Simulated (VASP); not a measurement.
# Yb (R-3m) in VASP: electric field gradients with PBEsol

Aim: the electric field gradients of Yb with PBEsol.

All numbers are computed with VASP 6.6.1; they aren't measurements. Logs are shortened: lines on timing, memory, paths and dates and some standing lists are left out, and cuts for length are marked.

### 1 The cell of the first run

Symmetry: R-3m, No. 166, trigonal system. The conventional cell has a = 5.964 Å, b = 5.964 Å, c = 3.876 Å, α = 90.00°, β = 90.00°, γ = 120.00°. Within 4.8 Å of Yb (site symmetry -3m) lie 14 Yb at 3.68 to 4.30 Å.

### 2 Electric field gradients, PBEsol (equal xy, yz and zx shear strains of +4 %)

The input, INCAR:

```
  PREC = Accurate
  ENCUT = 520
  EDIFF = 1E-8
  ISMEAR = -1
  SIGMA = 0.05
  LREAL = False
  LASPH = True
  NELM = 60
  ALGO = Normal
  ISIF = 2
  LWAVE = False
  LCHARG = False
  GGA = PS
  LEFG = True
  NBANDS = 18
```

The input, KPOINTS:

```
Automatic mesh
0
Gamma
  12 12 12
```

The input, POSCAR:

```
Yb
1.0
   -2.0654236800      2.1514830000      2.1514830000
    2.1514830000     -2.0654236800      2.1514830000
    2.1514830000      2.1514830000     -2.0654236800
Yb
1
Direct
    0.0000000000      0.0000000000      0.0000000000
```

Potentials or basis: VASP PAW PBE potentials, release 64 (Yb).

Run with:

```console
> cat potpaw_PBE.64/Yb/POTCAR > POTCAR
> mpirun -np 1 vasp_std > vasp.out
```

OUTCAR:

```text
PREC = Accurate
   ENCUT = 520
   EDIFF = 1E-8
   ISMEAR = -1
   LREAL = False
   LASPH = True
   NELM = 60
   ISIF = 2
   GGA = PS

 ion  position               nearest neighbor table
   1  0.000  0.000  0.000-

  LATTYP: Found a trigonal (rhomboedric) cell.
 ALAT       =     3.6774628722
 COS(alpha) =    -0.3148959474

  Lattice vectors:

 A1 = (  -2.0654236800,   2.1514830000,   2.1514830000)
 A2 = (   2.1514830000,  -2.0654236800,   2.1514830000)
 A3 = (   2.1514830000,   2.1514830000,  -2.0654236800)

Analysis of symmetry for initial positions (statically):
=====================================================================
 Subroutine PRICEL returns:
 Original cell was already a primitive cell.

 Routine SETGRP: Setting up the symmetry group for a
 trigonal (rhombohedral) supercell.

 Subroutine GETGRP returns: Found 12 space group operations
 (whereof 12 operations were pure point group operations)
 out of a pool of 12 trial point group operations.

The static configuration has the point symmetry D_3d.

Analysis of symmetry for dynamics (positions and initial velocities):
=====================================================================
 Subroutine PRICEL returns:
 Original cell was already a primitive cell.

 Routine SETGRP: Setting up the symmetry group for a
 trigonal (rhombohedral) supercell.

 Subroutine GETGRP returns: Found 12 space group operations
 (whereof 12 operations were pure point group operations)
 out of a pool of 12 trial point group operations.

The dynamic configuration has the point symmetry D_3d.

 Subroutine INISYM returns: Found 12 space group operations
 (whereof 12 operations are pure point group operations),
 and found     1 'primitive' translations

----------------------------------------------------------------------------------------

                                     Primitive cell

  volume of cell :      39.7887

  direct lattice vectors                    reciprocal lattice vectors
    -2.065423680  2.151483000  2.151483000    -0.009120794  0.228019858  0.228019858
     2.151483000 -2.065423680  2.151483000     0.228019858 -0.009120794  0.228019858
     2.151483000  2.151483000 -2.065423680     0.228019858  0.228019858 -0.009120794

  length of vectors
     3.677462872  3.677462872  3.677462872     0.322597737  0.322597737  0.322597737

  position of ions in fractional coordinates (direct lattice)
     0.000000000  0.000000000  0.000000000

  ion indices of the primitive-cell ions
   primitive index   ion index
                 1           1

----------------------------------------------------------------------------------------

 KPOINTS: Automatic mesh

Automatic generation of k-mesh.
 Grid dimensions read from file:
 generate k-points for:   12   12   12

 Generating k-lattice:

  Cartesian coordinates                     Fractional coordinates (reciprocal lattice)
    -0.000760066  0.019001655  0.019001655     0.083333333  0.000000000  0.000000000
     0.019001655 -0.000760066  0.019001655     0.000000000  0.083333333  0.000000000
     0.019001655  0.019001655 -0.000760066     0.000000000  0.000000000  0.083333333

  Length of vectors
     0.026883145  0.026883145  0.026883145

  Shift w.r.t. Gamma in fractional coordinates (k-lattice)
     0.000000000  0.000000000  0.000000000

 Subroutine IBZKPT returns following result:
 ===========================================

 Found    189 irreducible k-points:

 Following reciprocal coordinates:
            Coordinates               Weight
  0.000000  0.000000  0.000000      1.000000
  0.083333 -0.000000 -0.000000      6.000000
  0.166667  0.000000  0.000000      6.000000
  0.250000 -0.000000 -0.000000      6.000000
  0.333333 -0.000000 -0.000000      6.000000
  0.416667 -0.000000 -0.000000      6.000000
[... 16 lines left out ...]
  0.500000  0.166667  0.000000     12.000000
 -0.416667  0.166667  0.000000     12.000000
 [... further k-points ...]
   k-points           NKPTS =    189   k-points in BZ     NKDIM =    189   number of bands    NBANDS=     18
   number of dos      NEDOS =    301   number of ions     NIONS =      1
   total plane-waves  NPLWV =  21952
   dimension x,y,z NGX =    28 NGY =   28 NGZ =   28
   dimension x,y,z NGXF=    56 NGYF=   56 NGZF=   56
   ions per type =               1
   NGX,Y,Z   is equivalent  to a cutoff of  12.66, 12.66, 12.66 a.u.
   NGXF,Y,Z  is equivalent  to a cutoff of  25.32, 25.32, 25.32 a.u.
 SYSTEM =  unknown system
   PREC   = accura    normal or accurate (medium, high low for compatibility)
   ISTART =      0    job   : 0-new  1-cont  2-samecut
   ICHARG =      2    charge: 1-file 2-atom 10-const
   ISPIN  =      1    spin polarized calculation?
   LNONCOLLINEAR =      F non collinear calculations
   LSORBIT =      F    spin-orbit coupling
   LASPH  =      T    aspherical Exc in radial PAW
   ENCUT  =  520.0 eV  38.22 Ry    6.18 a.u.   6.84  6.84  6.84*2*pi/ulx,y,z
   NELM   =     60;   NELMIN=  2; NELMDL= -5     # of ELM steps
   EDIFF  = 0.1E-07   stopping-criterion for ELM
   LREAL  =      F    real-space projection
   EDIFFG = 0.1E-06   stopping-criterion for IOM
   NSW    =      0    number of steps for IOM
   IBRION =     -1    ionic relax: 0-MD 1-quasi-New 2-CG
   NFREE  =      0    steps in history (QN), initial steepest desc. (CG)
   ISIF   =      2    stress and relaxation
   ISYM   =      2    0-nonsym 1-usesym 2-fastsym
   POTIM  = 0.5000    time-step for ionic-motion
   TEBEG  =    0.0;   TEEND  =   0.0 temperature during run
   PSTRESS=    0.0 pullay stress
   NELECT =      24.0000    total number of electrons
   NUPDOWN=      -1.0000    fix difference up-down
   EMIN   =  10.00;   EMAX   =-10.00  energy-range for DOS
   EFERMI =   0.00;   METHOD = LEGACY
   ISMEAR =    -1;   SIGMA  =   0.05  broadening in eV -4-tet -1-fermi 0-gaus
   EFERMI_NEDOS =   21; number of points for ismear=-14 and -15
   IALGO  =     38    algorithm
   IMIX   =      4    mixing-type and parameters
     AMIX     =   0.40;   BMIX     =  1.00
     AMIX_MAG =   1.60;   BMIX_MAG =  1.00
  volume/ion in A,a.u.               =      39.79       268.51
  Fermi-wavevector in a.u.,A,eV,Ry     =   1.383223  2.613912 26.032102  1.913306
  Thomas-Fermi vector in A             =   2.507841
   LORBIT       =      0    0 simple, 1 ext, 2 COOP (PROOUT), +10 PAW based schemes
   GGA     = PS    functional components
   LHFCALC =     F    Hartree Fock is set to
   AEXX    =    0.0000 exact exchange contribution
   IVDW    =     0    specifies the selected vdW correction
   LEPSILON=     F    determine dielectric tensor
   LRPA    =     F    only Hartree local field effects (RPA)
 non-spin polarized calculation
  energy-cutoff  :      520.00
  volume of cell :       39.79
 maximum number of plane-waves:      1087
   NGX = 13   NGY = 13   NGZ = 13

 number of electron      23.9999999 magnetization

 Free energy of the ion-electron system (eV)
  ---------------------------------------------------
  ext. energy  EPLUGINS =         0.00000000
  ---------------------------------------------------
  free energy    TOTEN  =        -3.82149014 eV

  energy without entropy =       -3.80732749  energy(sigma->0) =       -3.81440882

 E-fermi :   1.1429     XC(G=0):  -9.1192

 val. band max:        1.1335231233   @ k =   0.3333   0.3333   0.0000
 cond. band min:       1.1556633833   @ k =  -0.4167  -0.4167   0.3333
 fundamental gap:      0.0221402600
 Fermi energy:         1.1428536629

 k-point     1 :       0.0000    0.0000    0.0000
  band No.  band energies     occupation
      1     -50.6751      2.00000
      2     -22.9103      2.00000
      3     -22.9010      2.00000
      4     -22.9010      2.00000
      5      -3.7910      2.00000
      6       0.7265      1.99952
[... 10 lines left out ...]
     17       5.7174      0.00000
     18      11.1604      0.00000

 k-point     2 :       0.0833   -0.0000   -0.0000
  band No.  band energies     occupation
      1     -50.6744      2.00000
      2     -22.9231      2.00000
      3     -22.9086      2.00000
      4     -22.9011      2.00000
      5      -3.6434      2.00000
      6       0.7286      1.99950
[... 10 lines left out ...]
     17       5.7192      0.00000
     18      11.3560      0.00000
[... 442 lines left out ...]
 k-point    24 :      -0.4167    0.1667    0.0000
  band No.  band energies     occupation
      1     -50.6656      2.00000
      2     -23.1042      2.00000
      3     -22.9644      2.00000
      4     -22.9176      2.00000
      5      -1.2593      2.00000
      6       0.7349      1.99943
[... 10 lines left out ...]
     17       6.4580      0.00000
     18       8.8928      0.00000

 [... further k-points ...]

------------------------ aborting loop because EDIFF is reached ----------------------------------------

  FORCE on cell =-STRESS in cart. coord.  units (eV):
  Direction    XX          YY          ZZ          XY          YZ          ZX
  --------------------------------------------------------------------------------------
  -------------------------------------------------------------------------------------
  Total       -0.8995913     -0.8995913     -0.8995913     -0.1825271     -0.1825271     -0.1825271
  in kB      -36.2240156    -36.2240156    -36.2240156     -7.3498524     -7.3498524     -7.3498524
  external PRESSURE =     -36.2240156 kB  Pullay stress =       0.0000000 kB

 VOLUME and BASIS-vectors are now :
 -----------------------------------------------------------------------------
  energy-cutoff  :      520.00
  volume of cell :       39.79
      direct lattice vectors                 reciprocal lattice vectors
    -2.065423680  2.151483000  2.151483000    -0.009120794  0.228019858  0.228019858
     2.151483000 -2.065423680  2.151483000     0.228019858 -0.009120794  0.228019858
     2.151483000  2.151483000 -2.065423680     0.228019858  0.228019858 -0.009120794

 POSITION                                       TOTAL-FORCE (eV/Angst)
 -----------------------------------------------------------------------------------
      0.00000      0.00000      0.00000        -0.000000     -0.000000     -0.000000
 -----------------------------------------------------------------------------------
    total drift:                                0.000000     -0.000000      0.000000

  FREE ENERGIE OF THE ION-ELECTRON SYSTEM (eV)
  ---------------------------------------------------
  free  energy   TOTEN  =        -3.8214901370 eV

  energy  without entropy=       -3.8073274948  energy(sigma->0) =       -3.81440882

 Electric field gradients (V/A^2)
---------------------------------------------------------------------
 ion       V_xx      V_yy      V_zz      V_xy      V_xz      V_yz
---------------------------------------------------------------------
   1      -0.000    -0.000     0.000    -9.397    -9.397    -9.397
---------------------------------------------------------------------

 Electric field gradients after diagonalization (V/A^2)
 (convention: |V_zz| > |V_xx| > |V_yy|)
----------------------------------------------------------------------
 ion       V_xx      V_yy      V_zz     asymmetry (V_yy - V_xx)/ V_zz
----------------------------------------------------------------------
   1       9.397     9.397   -18.795       0.000
----------------------------------------------------------------------

           NMR quadrupolar parameters

 Cq : quadrupolar parameter    Cq=e*Q*V_zz/h
 eta: asymmetry parameters     (V_yy - V_xx)/ V_zz
 Q  : nuclear electric quadrupole moment in mb (millibarn)
----------------------------------------------------------------------
 ion       Cq(MHz)       eta       Q (mb)
----------------------------------------------------------------------
   1      -0.045       0.000       1.000
----------------------------------------------------------------------
```

It took 9 min on 1 thread of Oxide Virtual Turin-like, shared host; peak memory 0.25 GiB.

What came out:

```yaml
Free_energy: -3.8215 eV
Pressure: -3.6 GPa
Band_gap_on_the_k_mesh: zero (bands 12 and 13 overlap by 0.55 eV)
Largest_electric_field_gradient_by_atom: Yb -18.8 V/Å²
```

Levels at points of the mesh, in eV from the Fermi level:
```
           k point  band 8  band 9  band 10  band 11  band 12  band 13  band 14  band 15  band 16  band 17
(0.00, 0.00, 0.00)   -0.41   -0.30    -0.30    -0.30    -0.28     2.55     2.55     3.12     4.57     4.57
(0.50, 0.00, 0.00)   -0.37   -0.33    -0.33    -0.31    -0.29     0.26     1.28     4.33     5.31     6.42
(0.50, 0.50, 0.00)   -0.38   -0.34    -0.32    -0.31    -0.29     0.55     1.31     4.06     4.97     6.92
(0.50, 0.50, 0.50)   -0.37   -0.33    -0.33    -0.30    -0.30    -0.30     4.59     4.63     4.63     5.65
```

Electric field gradients, principal values (V/Å²):
| atom | least | middle | greatest (by size) |
| --- | --- | --- | --- |
| 1 Yb | 9.397 | 9.397 | -18.795 |

Caveat: the cell differs from its parent crystal (equal xy, yz and zx shear strains of +4 %); the cell stands under tension; without QUAD_EFG the Cq values of the log hold for a quadrupole moment of 1 mb, not for the nuclei; the PAW data sets were made with another functional, which shifts forces and pressure a little; spin-orbit coupling is left out, which moves the levels of the heavy elements.

The gap in the log of VASP goes by the Fermi energy; the results here count the filled bands.